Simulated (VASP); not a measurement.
# ZnCu2SnS4 (I-4) in VASP: notebook, part 2 of 2

VASP 6.6.1.

## Step 3: Relaxation of cell and atoms, PBE

This run uses another cell than the first one, of 20.02 Å³/atom.

INCAR

```
SYSTEM = ZnCu2SnS4
ALGO = Normal ; EDIFF = 1E-7
EDIFFG = -0.01 ; ENCUT = 700
GGA = PE ; GGA_COMPAT = .FALSE.
IBRION = 2 ; ISIF = 3
ISMEAR = -1 ; LASPH = .TRUE.
LCHARG = .FALSE. ; LREAL = .FALSE.
LWAVE = .FALSE. ; NELM = 120
NELMIN = 4 ; NSW = 80
PREC = Accurate ; SIGMA = 0.02
```

KPOINTS

```
k-points
0
G
  2 2 2
  0 0 0
```

POSCAR

```
ZnCu2SnS4
1.0
   -2.7171000000      2.7171000000      5.4248000000
    2.7171000000     -2.7171000000      5.4248000000
    2.7171000000      2.7171000000     -5.4248000000
Zn Cu Sn S
1 2 1 4
Direct
    0.2500000000      0.7500000000      0.5000000000
    0.0000000000      0.0000000000      0.0000000000
    0.7500000000      0.2500000000      0.5000000000
    0.5000000000      0.5000000000      0.0000000000
    0.3716100000      0.8844100000      0.9996000000
    0.1155900000      0.1151900000      0.4872000000
    0.8848100000      0.3720100000      0.0004000000
    0.6279900000      0.6283900000      0.5128000000
```

Potentials or basis: VASP PAW PBE potentials, release 64 (Zn, Cu_sv_GW, Sn_d, S).

Started as:

```
> cat potpaw_PBE.64/Zn/POTCAR potpaw_PBE.64/Cu_sv_GW/POTCAR potpaw_PBE.64/Sn_d/POTCAR potpaw_PBE.64/S/POTCAR > POTCAR
> mpirun -np 1 vasp_std > vasp.out
```

OUTCAR:

```text
SYSTEM = ZnCu2SnS4
   EDIFF = 1E-7
   EDIFFG = -0.01
   ENCUT = 700
   GGA = PE
   IBRION = 2
   ISIF = 3
   ISMEAR = -1
   LASPH = .TRUE.
   LREAL = .FALSE.
   NELM = 120
   NELMIN = 4
   NSW = 80
   PREC = Accurate

 ion  position               nearest neighbor table
   1  0.250  0.750  0.500-   8 2.33   7 2.33   6 2.33   5 2.33
   2  0.000  0.000  0.000-   5 2.33   8 2.33   7 2.33   6 2.33
   3  0.750  0.250  0.500-   7 2.33   6 2.33   5 2.33   8 2.33
   4  0.500  0.500  0.000-   8 2.41   7 2.41   6 2.41   5 2.41
   5  0.372  0.884  1.000-   1 2.33   2 2.33   3 2.33   4 2.41
   6  0.116  0.115  0.487-   1 2.33   2 2.33   3 2.33   4 2.41
   7  0.885  0.372  0.000-   1 2.33   2 2.33   3 2.33   4 2.41
   8  0.628  0.628  0.513-   1 2.33   2 2.33   3 2.33   4 2.41

  LATTYP: Found a body centered tetragonal cell.
 ALAT       =     5.4342000000
 C/A-ratio  =     1.9965404291

  Lattice vectors:

 A1 = (  -2.7171000000,   2.7171000000,   5.4248000000)
 A2 = (   2.7171000000,  -2.7171000000,   5.4248000000)
 A3 = (   2.7171000000,   2.7171000000,  -5.4248000000)

Analysis of symmetry for initial positions (statically):
=====================================================================
 Subroutine PRICEL returns:
 Original cell was already a primitive cell.

 Routine SETGRP: Setting up the symmetry group for a
 body centered tetragonal supercell.

 Subroutine GETGRP returns: Found  4 space group operations
 (whereof  4 operations were pure point group operations)
 out of a pool of 16 trial point group operations.

The static configuration has the point symmetry S_4 .

Analysis of symmetry for dynamics (positions and initial velocities):
=====================================================================
 Subroutine PRICEL returns:
 Original cell was already a primitive cell.

 Routine SETGRP: Setting up the symmetry group for a
 body centered tetragonal supercell.

 Subroutine GETGRP returns: Found  4 space group operations
 (whereof  4 operations were pure point group operations)
 out of a pool of 16 trial point group operations.

The dynamic configuration has the point symmetry S_4 .

 Subroutine INISYM returns: Found  4 space group operations
 (whereof  4 operations are pure point group operations),
 and found     1 'primitive' translations

----------------------------------------------------------------------------------------

                                     Primitive cell

  volume of cell :     160.1972

  direct lattice vectors                    reciprocal lattice vectors
    -2.717100000  2.717100000  5.424800000     0.000000000  0.184019727  0.092169297
     2.717100000 -2.717100000  5.424800000     0.184019727  0.000000000  0.092169297
     2.717100000  2.717100000 -5.424800000     0.184019727  0.184019727  0.000000000

  length of vectors
     6.647835728  6.647835728  6.647835728     0.205811659  0.205811659  0.260243194

  position of ions in fractional coordinates (direct lattice)
     0.250000000  0.750000000  0.500000000
     0.000000000  0.000000000  0.000000000
     0.750000000  0.250000000  0.500000000
     0.500000000  0.500000000  0.000000000
     0.371610000  0.884410000  0.999600000
     0.115590000  0.115190000  0.487200000
     0.884810000  0.372010000  0.000400000
     0.627990000  0.628390000  0.512800000

  ion indices of the primitive-cell ions
   primitive index   ion index
                 1           1
                 2           2
                 3           3
                 4           4
                 5           5
                 6           6
                 7           7
                 8           8

----------------------------------------------------------------------------------------

 KPOINTS: k-points

Automatic generation of k-mesh.
 Grid dimensions read from file:
 generate k-points for:    2    2    2

 Generating k-lattice:

  Cartesian coordinates                     Fractional coordinates (reciprocal lattice)
     0.000000000  0.092009863  0.046084648     0.500000000 -0.000000000  0.000000000
     0.092009863  0.000000000  0.046084648    -0.000000000  0.500000000  0.000000000
     0.092009863  0.092009863  0.000000000     0.000000000  0.000000000  0.500000000

  Length of vectors
     0.102905830  0.102905830  0.130121597

  Shift w.r.t. Gamma in fractional coordinates (k-lattice)
     0.000000000  0.000000000  0.000000000

 Subroutine IBZKPT returns following result:
 ===========================================

 Found      4 irreducible k-points:

 Following reciprocal coordinates:
            Coordinates               Weight
  0.000000  0.000000  0.000000      1.000000
  0.500000 -0.000000  0.000000      4.000000
  0.500000  0.500000  0.000000      2.000000
  0.500000  0.500000  0.500000      1.000000
   k-points           NKPTS =      4   k-points in BZ     NKDIM =      4   number of bands    NBANDS=     52
   number of dos      NEDOS =    301   number of ions     NIONS =      8
   total plane-waves  NPLWV = 216000
   dimension x,y,z NGX =    60 NGY =   60 NGZ =   60
   dimension x,y,z NGXF=   120 NGYF=  120 NGZF=  120
   ions per type =               1   2   1   4
   NGX,Y,Z   is equivalent  to a cutoff of  15.00, 15.00, 15.00 a.u.
   NGXF,Y,Z  is equivalent  to a cutoff of  30.01, 30.01, 30.01 a.u.
 SYSTEM =  ZnCu2SnS4
   PREC   = accura    normal or accurate (medium, high low for compatibility)
   ISTART =      0    job   : 0-new  1-cont  2-samecut
   ICHARG =      2    charge: 1-file 2-atom 10-const
   ISPIN  =      1    spin polarized calculation?
   LNONCOLLINEAR =      F non collinear calculations
   LSORBIT =      F    spin-orbit coupling
   LASPH  =      T    aspherical Exc in radial PAW
   ENCUT  =  700.0 eV  51.45 Ry    7.17 a.u.  14.34 14.34 14.34*2*pi/ulx,y,z
   NELM   =    120;   NELMIN=  4; NELMDL= -5     # of ELM steps
   EDIFF  = 0.1E-06   stopping-criterion for ELM
   LREAL  =      F    real-space projection
   EDIFFG = -.1E-01   stopping-criterion for IOM
   NSW    =     80    number of steps for IOM
   IBRION =      2    ionic relax: 0-MD 1-quasi-New 2-CG
   NFREE  =      1    steps in history (QN), initial steepest desc. (CG)
   ISIF   =      3    stress and relaxation
   ISYM   =      2    0-nonsym 1-usesym 2-fastsym
   POTIM  = 0.5000    time-step for ionic-motion
   TEBEG  =    0.0;   TEEND  =   0.0 temperature during run
   PSTRESS=    0.0 pullay stress
   NELECT =      88.0000    total number of electrons
   NUPDOWN=      -1.0000    fix difference up-down
   EMIN   =  10.00;   EMAX   =-10.00  energy-range for DOS
   EFERMI =   0.00;   METHOD = LEGACY
   ISMEAR =    -1;   SIGMA  =   0.02  broadening in eV -4-tet -1-fermi 0-gaus
   EFERMI_NEDOS =   21; number of points for ismear=-14 and -15
   IALGO  =     38    algorithm
   IMIX   =      4    mixing-type and parameters
     AMIX     =   0.40;   BMIX     =  1.00
     AMIX_MAG =   1.60;   BMIX_MAG =  1.00
  volume/ion in A,a.u.               =      20.02       135.13
  Fermi-wavevector in a.u.,A,eV,Ry     =   1.340759  2.533667 24.458306  1.797635
  Thomas-Fermi vector in A             =   2.469046
   LORBIT       =      0    0 simple, 1 ext, 2 COOP (PROOUT), +10 PAW based schemes
   GGA     = PE    functional components
   LHFCALC =     F    Hartree Fock is set to
   AEXX    =    0.0000 exact exchange contribution
   IVDW    =     0    specifies the selected vdW correction
   LEPSILON=     F    determine dielectric tensor
   LRPA    =     F    only Hartree local field effects (RPA)
 conjugate gradient relaxation of ions
 non-spin polarized calculation
  energy-cutoff  :      700.00
  volume of cell :      160.20
 maximum number of plane-waves:      6784
 NGX is ok and might be reduce to    60
   NGX = 29   NGY = 29   NGZ = 29

--------------------------------------- Ionic step        1  -------------------------------------------

 number of electron      87.9999987 magnetization

 Free energy of the ion-electron system (eV)
  ---------------------------------------------------
  ext. energy  EPLUGINS =         0.00000000
  ---------------------------------------------------
  free energy    TOTEN  =       -32.43140689 eV

  energy without entropy =      -32.43133981  energy(sigma->0) =      -32.43137335

 E-fermi :   5.0469     XC(G=0):  -9.8709

 val. band max:        4.9043657244   @ k =   0.0000   0.0000   0.0000
 cond. band min:       5.1890247627   @ k =   0.0000   0.0000   0.0000
 fundamental gap:      0.2846590384
 Fermi energy:         5.0469431108

 k-point     1 :       0.0000    0.0000    0.0000
  band No.  band energies     occupation
      1    -106.6477      2.00000
      2    -106.6428      2.00000
      3     -64.1129      2.00000
      4     -64.0593      2.00000
      5     -64.0593      2.00000
      6     -64.0431      2.00000
[... 458 lines left out ...]
  energy  without entropy=      -32.4869016033  energy(sigma->0) =      -32.48841414

--------------------------------------- Ionic step        7  -------------------------------------------

 number of electron      87.9999987 magnetization

 Free energy of the ion-electron system (eV)
  ---------------------------------------------------
  ext. energy  EPLUGINS =         0.00000000
  ---------------------------------------------------
  free energy    TOTEN  =       -32.49004590 eV

  energy without entropy =      -32.48675003  energy(sigma->0) =      -32.48839796

 E-fermi :   4.8745     XC(G=0):  -9.8271

 val. band max:        4.8290663887   @ k =   0.0000   0.0000   0.0000
 cond. band min:       4.9190174301   @ k =   0.0000   0.0000   0.0000
 fundamental gap:      0.0899510414
 Fermi energy:         4.8745111238

 k-point     1 :       0.0000    0.0000    0.0000
  band No.  band energies     occupation
      1    -106.8605      2.00000
      2    -106.8511      2.00000
      3     -64.3115      2.00000
      4     -64.2777      2.00000
      5     -64.2777      2.00000
      6     -64.2524      2.00000
[... 244 lines left out ...]
  FREE ENERGIE OF THE ION-ELECTRON SYSTEM (eV)
  ---------------------------------------------------
  free  energy   TOTEN  =       -32.4900458989 eV

  energy  without entropy=      -32.4867500282  energy(sigma->0) =      -32.48839796

 reached required accuracy - stopping structural energy minimisation
```

It took 8.4 min on 1 thread of Intel Xeon 6975P-C (Granite Rapids), shared host; peak memory 0.59 GiB.

What came out:

* Free energy: -32.4900 eV
* Relaxed volume: 20.23 Å³/atom
* Relaxed cell: a = 6.660 Å, b = 6.660 Å, c = 6.660 Å, α = 131.58°, β = 131.58°, γ = 70.89°
* Space group after relaxing (to 0.1 Å): I-4 (No. 82)
* Energy gained by relaxing: 7.3 meV/atom
* Ionic steps: 7
* Pressure after relaxing: 0.0 GPa
* Largest force after relaxing: 0.007 eV/Å
* Band gap on the k mesh: 0.09 eV

Forces in eV/Å, atoms in the order of the input:
```
Zn   0.000  0.000  0.000
Cu   0.000  0.000  0.000
Cu   0.000  0.000  0.000
Sn   0.000  0.000  0.000
S    0.001  0.005 -0.005
S    0.005 -0.001  0.005
S   -0.001 -0.005 -0.005
S   -0.005  0.001  0.005
```

The path:
| step | energy change (eV) | largest force (eV/Å) | pressure (GPa) | volume (Å³) |
| --- | --- | --- | --- | --- |
| 1 | 0.0000 | 0.5320 | 1.29 | 160.20 |
| 2 | -0.0425 | 0.2095 | -0.76 | 163.97 |
| 3 | -0.0426 | 0.1993 | -0.80 | 164.12 |
| 4 | -0.0565 | 0.0803 | -0.23 | 162.54 |
| 5 | -0.0585 | 0.0256 | 0.04 | 161.80 |
| 6 | -0.0585 | 0.0189 | 0.08 | 161.69 |
| 7 | -0.0586 | 0.0072 | 0.01 | 161.88 |

Final structure:
```xyz
8
Lattice="-2.7311 2.7311 5.4256 2.7311 -2.7311 5.4256 2.7311 2.7311 -5.4256" Properties=species:S:1:pos:R:3 pbc="T T T"
Zn    2.7311    0.0000    2.7128
Cu    0.0000    0.0000    0.0000
Cu    0.0000    2.7311    2.7128
Sn    0.0000    0.0000    5.4256
S     1.4493   -1.4083    6.8279
S     1.3228    1.2819   -1.4023
S     1.2819    4.1394    1.4023
S     1.4083    1.4493    4.0233
```

Levels at points of the mesh, in eV from the valence-band top:
```csv
k point,band 41,band 42,band 43,band 44,band 45,band 46,band 47,band 48
"(0.00, 0.00, 0.00)",-1.44,-0.08,-0.08,0.00,0.09,1.91,2.67,3.65
"(0.50, 0.00, 0.00)",-1.18,-1.11,-1.02,-0.51,1.48,3.04,3.23,4.02
"(0.50, 0.50, 0.00)",-0.81,-0.72,-0.52,-0.41,0.52,2.23,3.01,3.97
"(0.50, 0.50, 0.50)",-1.15,-1.10,-0.87,-0.87,1.20,1.99,1.99,2.28
```

Caveat: the k points lie up to 0.64 Å⁻¹ apart in the final cell; spin-orbit coupling is left out, which moves the levels of the heavy elements.
